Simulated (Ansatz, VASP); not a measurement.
# Na4F3: VASP beside Ansatz

```
CELL_PARAMETERS angstrom
5.27288 0.00000 0.00000
0.00000 5.27288 0.00000
0.00000 0.00000 5.27288
ATOMIC_POSITIONS crystal
Na 0.26337 0.26337 0.26337
Na 0.73663 0.73663 0.26337
Na 0.73663 0.26337 0.73663
Na 0.26337 0.73663 0.73663
F 0.00000 0.50000 0.50000
F 0.50000 0.00000 0.50000
F 0.50000 0.50000 0.00000
```

Alike in both runs: functional PBE; k mesh 4 × 4 × 4; occupations gaussian, width 0.1 eV; no spin polarisation.

Ansatz relaxed the structure, and its values are those at the end. VASP's run is a single point on that final structure, the one shown.

|  | VASP | Ansatz |
| --- | --- | --- |
| version | VASP 6.6.1 | Ansatz 0.2.0 |
| potentials or method | VASP PAW PBE potentials, release 64 (Na_pv, F), cutoff 520 eV | scalar-relativistic, plane waves, PAW |
| valence electrons in the cell | 49 | 57 |

```tsv
	VASP	Ansatz	Ansatz less VASP
gap on the k mesh at the Fermi level (eV)	none	none	-
pressure (GPa)	-0.1	0.0	+0.05
rms of the force components (eV/Å)	0.005	0.001	-0.0032
```

A gap of «none» marks a metal or a gap that the smearing closes. VASP's potentials hold 49 valence electrons a cell and Ansatz's 57, so a difference there can come from the potentials and not from the codes.
